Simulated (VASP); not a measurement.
Crystal: Ta.

```
CELL_PARAMETERS angstrom
3.47445 -3.47667 0.00000
3.47445 3.47667 0.00000
0.00000 0.00000 7.67326
ATOMIC_POSITIONS crystal
Ta 0.25000 0.75000 0.41240
Ta 0.75000 0.25000 0.58760
Ta 0.00000 0.50000 0.00000
Ta 0.50000 0.00000 0.00000
```

The cell was generated, and may not be a known phase.

```yaml
Program: VASP 6.6.1
Task: relaxation of cell and atoms
Functional: PBE
Potentials_or_basis: VASP PAW PBE potentials, release 64 (Ta_pv)
Cutoff: 600 eV
k_mesh: 4 × 4 × 2
Occupations: gaussian, width 0.1 eV
Spin: no spin polarisation
```

At the start: pressure -21.7 GPa; volume 46.34 Å³/atom.

How do energy, volume and symmetry change on relaxing?

Over 28 steps the energy falls by 3977.1 meV/atom and the volume is 19.69 Å³/atom (-57.5 %); space group Cmme (No. 67, to 0.1 Å) before, P6/mmm (No. 191, to 0.1 Å).

Step by step:
```csv
step,energy change (eV),largest force (eV/Å),pressure (GPa),volume (Å³)
1,0.0000,0.4430,-21.73,185.38
2,-10.7275,0.5858,72.87,62.63
3,-14.4917,0.0005,-4.41,85.53
4,-14.5176,0.0016,-1.56,83.82
5,-14.5135,0.0016,1.18,82.30
6,-14.7259,1.3481,4.50,79.58
7,-14.7280,1.2385,4.10,79.81
8,-14.8250,0.9272,-5.74,84.58
9,-14.8370,1.0225,-3.51,83.36
10,-14.9908,1.0691,-3.12,82.62
11,-15.5567,1.1508,-0.92,80.16
12,-14.0992,3.4707,19.27,74.11
13,-15.5508,1.5905,0.95,79.29
14,-15.6079,0.0673,6.09,76.84
15,-15.6969,1.2970,2.45,78.19
16,-15.7098,0.7699,4.06,77.53
17,-15.7167,0.9381,3.51,77.72
18,-15.7645,0.3956,3.14,77.81
19,-15.7688,0.1576,3.06,77.85
20,-15.8412,0.1375,1.83,78.26
21,-15.9022,0.0783,-1.09,79.27
22,-15.9023,0.0798,-1.00,79.25
23,-15.9052,0.0712,-0.64,79.06
24,-15.9077,0.0546,0.13,78.69
25,-15.9078,0.0533,0.18,78.66
26,-15.9081,0.0457,0.11,78.69
27,-15.9082,0.0409,0.06,78.72
28,-15.9082,0.0313,-0.02,78.77
```

Final structure:
```cif
data_structure
_symmetry_space_group_name_H-M 'P 1'
_symmetry_Int_Tables_number 1
_cell_length_a 4.0059
_cell_length_b 4.0059
_cell_length_c 4.9140
_cell_angle_alpha 90.000
_cell_angle_beta 90.000
_cell_angle_gamma 87.284
_cell_volume 78.77
loop_
_atom_site_label
_atom_site_type_symbol
_atom_site_fract_x
_atom_site_fract_y
_atom_site_fract_z
_atom_site_occupancy
Ta1 Ta 0.25000 0.75000 0.49950 1
Ta2 Ta 0.75000 0.25000 0.50050 1
Ta3 Ta 0.00000 0.50000 0.00000 1
Ta4 Ta 0.50000 0.00000 0.00000 1
```

Caveat: the k points lie up to 0.64 Å⁻¹ apart in the final cell, too coarse for converged energies and pressures of a metal; the volume moved by over 15 % at a fixed basis, so the end points are rough.
